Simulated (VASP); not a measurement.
Write the native input for VASP 6.6.1 that does the following.

```yaml
Task: single point
Functional: PBE
Potentials_or_basis: VASP PAW PBE potentials, release 64 (Li_sv)
Cutoff: 520 eV
k_mesh: 2 × 2 × 2
Occupations: fermi-dirac, width 0.05 eV
Spin: no spin polarisation
Dipole_correction: no
Further_INCAR_settings: LREAL = Auto; ALGO = Normal; EDIFF = 1e-06; NBANDS = 40
```

The structure of Li (a cell with a defect) lies in POSCAR:

```
Li
1.0
    6.9800000000      0.0000000000      0.0000000000
    0.0000000000      6.9800000000      0.0000000000
    0.0000000000      0.0000000000      6.9800000000
Li
17
Direct
   -0.4321633238      0.0235959885      0.1146418338
    0.7126934097     -0.1112893983     -0.3292120344
    0.1439398281      0.6701719198     -0.1175644699
    0.1046275072      0.0206733524      0.4088395415
    0.2918338109      0.4989828080      0.3080945559
    0.4632521490      0.7213610315      0.0361174785
    0.3428080229     -0.1835959885      0.5859455587
    0.6636676218      0.2217335244      0.4305300860
   -0.1336246418      0.3103868195      0.7490830946
    0.4261318052      0.4138825215      0.6231948424
    0.4557593123      0.2647564470      0.8915186246
    0.6487392550      0.6615616046      0.3744699140
    1.0641547278      0.7187106017      0.2615186246
    0.7420773639      0.5417335244      0.8770916905
   -0.1836532951      0.8111174785      1.0202435530
    0.8998280802      0.3692406877      0.1355444126
    0.1630085960      0.0414756447     -0.1216618911
```

These files were run (other wordings do the same):

INCAR

```
PREC = Accurate
ENCUT = 520
EDIFF = 1E-6
ISMEAR = -1
SIGMA = 0.05
LREAL = Auto
LASPH = T
NELM = 80
ALGO = Normal
ISIF = 2
LWAVE = F
LCHARG = F
GGA = PE
NBANDS = 40
```

KPOINTS

```
Automatic mesh
0
Gamma
  2 2 2
```

Potentials or basis: VASP PAW PBE potentials, release 64 (Li_sv).

Command:

```bash
$ cat potpaw_PBE.64/Li_sv/POTCAR > POTCAR
$ mpirun -np 1 vasp_std > vasp.out
```

It gave:

| Item | Value |
| --- | --- |
| Largest force | 1.553 eV/Å |
| Band gap on the k mesh | zero (an odd number of electrons rules out a gap without spin polarisation) |

Caveat: the k points lie up to 0.45 Å⁻¹ apart, too coarse for converged energies and pressures of a metal; the atoms stand as in a frame of molecular dynamics.

Run time: 2.5 min on 1 thread of Intel(R) Xeon(R) Platinum 8488C (Sapphire Rapids), with other jobs on the host, peak memory 0.37 GiB.
